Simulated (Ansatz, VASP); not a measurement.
# One calculation of HgTe, two programs

The input INCAR:

```
ALGO = Normal
EDIFF = 1E-6
ENCUT = 520
GGA = PS
ISIF = 2
ISMEAR = -1
LASPH = T
LCHARG = F
LREAL = F
LWAVE = F
NBANDS = 26
NELM = 100
PREC = Accurate
SIGMA = 0.05
```

File KPOINTS:

```
k-points
0
Gamma
  6 6 5
```

File POSCAR:

```
HgTe
1.0
    3.0512097241     -3.5349252628      0.0000000000
    3.0512097241      3.5349252628      0.0000000000
    0.0000000000      0.0000000000      5.9118752236
Hg Te
2 2
Direct
    0.6569500000      0.3430500000      0.2500000000
    0.3430500000      0.6569500000      0.7500000000
    0.2151910000      0.7848090000      0.2500000000
    0.7848090000      0.2151910000      0.7500000000
```

Contents of input.yaml:

```yaml
crystal:
  lattice:
    - [3.0512097241, -3.5349252628, 0.0]
    - [3.0512097241, 3.5349252628, 0.0]
    - [0.0, 0.0, 5.9118752236]
  atoms:
    - { symbol: Hg, position: [0.65695, 0.34305, 0.25] }
    - { symbol: Hg, position: [0.34305, 0.65695, 0.75] }
    - { symbol: Te, position: [0.215191, 0.784809, 0.25] }
    - { symbol: Te, position: [0.784809, 0.215191, 0.75] }
hamiltonian:
  xc: pbesol
  pseudopotentials: { kind: paw }
kpoints:
  mp_grid: { grid: [6, 6, 5] }
scf:
  occupations: { method: fermi_dirac, width: 0.05 }
output:
  forces: true
  stress: true
  eigenvalues: true
```

Alike in both runs: task single point; functional PBEsol; k mesh 6 × 6 × 5; occupations fermi-dirac, width 0.05 eV; no spin polarisation.

|  | VASP | Ansatz |
| --- | --- | --- |
| version | VASP 6.6.1 | Ansatz 0.2.0 |
| potentials or method | VASP PAW PBE potentials, release 64 (Hg, Te) | Ansatz PAW |
| plane-wave cutoff (eV) | 520 | 420 |
| valence electrons in the cell | 36 | 72 |

Ansatz gave:

- gap on the k mesh at the Fermi level (eV): none
- pressure (GPa): -5.2
- traceless stress, the component that is largest in VASP (GPa): 0.91
- rms of the force components (eV/Å): 0.137

Task: What did VASP give for the same quantities?

Result: gap on the k mesh at the Fermi level (eV): none; pressure (GPa): -5.1; traceless stress, the component that is largest in VASP (GPa): 0.89; rms of the force components (eV/Å): 0.132.

VASP's potentials were made for PBE, not for PBEsol. Atom by atom the forces differ by 0.005 eV/Å (rms over components). A gap of «none» marks a metal or a gap that the smearing closes. The functional is the same, so the differences come from potentials, cutoffs and numerics. VASP's potentials hold 36 valence electrons a cell and Ansatz's 72, so a difference there can come from the potentials and not from the codes.

Neither program's run includes spin-orbit coupling.
